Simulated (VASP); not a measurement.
Here is a VASP 6.6.1 calculation.

Contents of INCAR:

```
PREC = Accurate ; ENCUT = 520
EDIFF = 1E-6 ; ISMEAR = -1
SIGMA = 0.05 ; LREAL = False
LASPH = True ; NELM = 60
ALGO = Normal ; ISIF = 2
LWAVE = False ; LCHARG = False
GGA = PE ; NBANDS = 26
```

The input KPOINTS:

```
Automatic mesh
0
Gamma
  8 8 5
```

File POSCAR:

```
HgTe
1.0
    4.5984197611      0.0000000000      0.0000000000
   -2.2992098806      3.9823483304      0.0000000000
    0.0000000000      0.0000000000      7.5569021678
Hg Te
2 2
Direct
    0.3333333333      0.6666666667      0.0010011060
    0.6666666667      0.3333333333      0.5010011060
    0.3333333333      0.6666666667      0.3749988940
    0.6666666667      0.3333333333      0.8749988940
```

Potentials or basis: VASP PAW PBE potentials, release 64 (Hg, Te).

The run is started by

```bash
$ cat potpaw_PBE.64/Hg/POTCAR potpaw_PBE.64/Te/POTCAR > POTCAR
$ mpirun -np 1 vasp_std > vasp.out
```

Task: Predict the band gap on the k mesh.

Result: Zero (filled and empty bands touch).

Task: Estimate the pressure.

Result: 2.6 GPa.

Caveat: spin-orbit coupling is left out, which moves the levels of the heavy elements.
